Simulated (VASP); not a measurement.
Set up this calculation in VASP 6.6.1, as the native input.

| Quantity | Value |
| --- | --- |
| Task | single point |
| Functional | HSE06 |
| Potentials or basis | VASP PAW PBE potentials, release 64 (Si, O) |
| Cutoff | 520 eV |
| k mesh | 6 × 6 × 6 |
| Occupations | gaussian, width 0.01 eV |
| Spin | no spin polarisation |
| Dipole correction | no |
| Grid for exact exchange (PRECFOCK) | Normal |
| Further INCAR settings | ALGO = Normal; EDIFF = 1e-06; NBANDS = 15 |
| Share of exact exchange | 0.25 |
| Screening parameter | 0.2079 1/Å |

Crystal: SiO2.

```
Si O
1.0
     0.00000    2.21640    2.21640
     2.21640    0.00000    2.21640
     2.21640    2.21640    0.00000
Si O
1 2
Direct
  0.00000 0.00000 0.00000
  0.25000 0.25000 0.25000
  0.75000 0.75000 0.75000
```

This cell differs from its parent crystal: strain -2.1%.

One way to write it, as run:

POSCAR

```
SiO2
1.0
    0.0000000000      2.2163952292      2.2163952292
    2.2163952292      0.0000000000      2.2163952292
    2.2163952292      2.2163952292      0.0000000000
Si O
1 2
Direct
    0.0000000000      0.0000000000      0.0000000000
    0.2500000000      0.2500000000      0.2500000000
    0.7500000000      0.7500000000      0.7500000000
```

INCAR.step1

```
SYSTEM = SiO2
  PREC = Accurate
  ENCUT = 520
  EDIFF = 1E-5
  ISMEAR = 0
  SIGMA = 0.01
  LREAL = .FALSE.
  LASPH = .TRUE.
  NELM = 60
  ALGO = Normal
  ISIF = 2
  LWAVE = .TRUE.
  LCHARG = .FALSE.
  NBANDS = 15
  GGA = PE
```

INCAR.step2

```
SYSTEM = SiO2
  PREC = Accurate
  ENCUT = 520
  EDIFF = 1E-6
  ISMEAR = 0
  SIGMA = 0.01
  LREAL = .FALSE.
  LASPH = .TRUE.
  NELM = 60
  ALGO = Normal
  ISIF = 2
  LWAVE = .FALSE.
  LCHARG = .FALSE.
  GGA = PE
  LHFCALC = .TRUE.
  HFSCREEN = 0.2079
  PRECFOCK = Normal
  NBANDS = 15
  ISTART = 1
```

KPOINTS

```
regular mesh
0
G
  6 6 6
  0 0 0
```

Potentials or basis: VASP PAW PBE potentials, release 64 (Si, O).

Run with:

```console
$ cat potpaw_PBE.64/Si/POTCAR potpaw_PBE.64/O/POTCAR > POTCAR
$ cp INCAR.step1 INCAR
$ mpirun -np 1 vasp_std > vasp.out
$ cp INCAR.step2 INCAR
$ mpirun -np 1 vasp_std > vasp.out
```

Results of the run:

The pressure is 18.5 GPa and the band gap on the k mesh is 3.66 eV.

Caveat: the cell differs from its parent crystal (strain -2.1%); the cell stands under pressure; the structure was generated, so it needn't be the stable form of SiO2; the PAW data sets were made with another functional, which shifts forces and pressure a little.

It took 14 min on 1 thread of Intel(R) Xeon(R) Platinum 8488C (Sapphire Rapids), with other jobs on the host, peak memory 0.24 GiB.
